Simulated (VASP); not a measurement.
Input of a VASP 6.6.1 run:

INCAR

```
SYSTEM = AlN
ALGO     = Normal         ! electronic algorithm
EDIFF    = 1E-6           ! SCF threshold, eV
ENCUT    = 520            ! plane-wave cutoff, eV
GGA      = PS             ! functional
ISIF     = 2              ! what is computed and relaxed
ISMEAR   = -1             ! smearing method
LASPH    = .True.         ! aspherical terms in the spheres
LCHARG   = .False.        ! write CHGCAR
LREAL    = .False.        ! projectors in reciprocal space
LWAVE    = .False.        ! write WAVECAR
NBANDS   = 16             ! bands
NELM     = 100            ! most SCF steps
PREC     = Accurate       ! precision mode
SIGMA    = 0.02           ! smearing width, eV
```

KPOINTS

```
k-points
0
Gamma
  11 11 6
  0 0 0
```

POSCAR

```
AlN
1.0
    3.1005973844      0.0000000000      0.0000000000
   -1.5502986922      2.6851961018      0.0000000000
    0.0000000000      0.0000000000      4.9613510462
Al N
2 2
Direct
    0.3333333333      0.6666666667      0.0000000000
    0.6666666667      0.3333333333      0.5000000000
    0.3333333333      0.6666666667      0.3850000000
    0.6666666667      0.3333333333      0.8850000000
```

Potentials or basis: VASP PAW PBE potentials, release 64 (Al, N).

Launch:

```console
$ cat potpaw_PBE.64/Al/POTCAR potpaw_PBE.64/N/POTCAR > POTCAR
$ mpirun -np 1 vasp_std > vasp.out
```

(1) Estimate the band gap on the k mesh.

(2) Estimate the pressure.

Results:

(1) 4.18 eV, direct.

(2) 2.6 GPa.

Caveat: the PAW data sets were made with another functional, which shifts forces and pressure a little.
